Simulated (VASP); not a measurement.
Wanted: the native input for a VASP 6.6.1 run.

* Task: single point
* Functional: PBE
* Potentials or basis: VASP PAW PBE potentials, release 64 (C)
* Cutoff: 520 eV
* k mesh: 15 × 15 × 4
* Occupations: methfessel-paxton, width 0.2 eV
* Spin: no spin polarisation
* Dipole correction: no
* Further INCAR settings: ALGO = Normal; EDIFF = 1e-07; NBANDS = 16

The structure of C lies in POSCAR:

```
C
1.0
    2.4665665061      0.0000000000      0.0000000000
   -1.2332832531      2.1361092544      0.0000000000
    0.0000000000      0.0000000000      8.5267424969
C
4
Direct
    1.0000000000      1.0000000000      0.2500000000
    0.0000000000      0.0000000000      0.7500000000
    0.3333333333      0.6666666667      0.2500000000
    0.6666666667      0.3333333333      0.7500000000
```

One way to write it, as run:

INCAR

```
ALGO     = Normal         # electronic algorithm
EDIFF    = 1E-7           # SCF threshold, eV
ENCUT    = 520            # plane-wave cutoff, eV
GGA      = PE             # functional
ISIF     = 2              # what is computed and relaxed
ISMEAR   = 1              # smearing method
LASPH    = True           # aspherical terms in the spheres
LCHARG   = False          # write CHGCAR
LREAL    = False          # projectors in reciprocal space
LWAVE    = False          # write WAVECAR
NBANDS   = 16             # bands
NELM     = 80             # most SCF steps
PREC     = Accurate       # precision mode
SIGMA    = 0.2            # smearing width, eV
```

KPOINTS

```
k-points
0
Gamma
  15 15 4
```

Potentials or basis: VASP PAW PBE potentials, release 64 (C).

The run is started by

```bash
$ cat potpaw_PBE.64/C/POTCAR > POTCAR
$ mpirun -np 1 vasp_std > vasp.out
```

It gave:

```json
{"Pressure": "0.4 GPa", "Band gap on the k mesh": "zero (filled and empty bands touch)"}
```

Caveat: this functional lacks dispersion, which binds the layers, so the pressure and a relaxed spacing across them are unreliable.

Run time: 76 s on 1 thread of Intel Xeon 8259CL, on a shared host, peak memory 0.17 GiB.
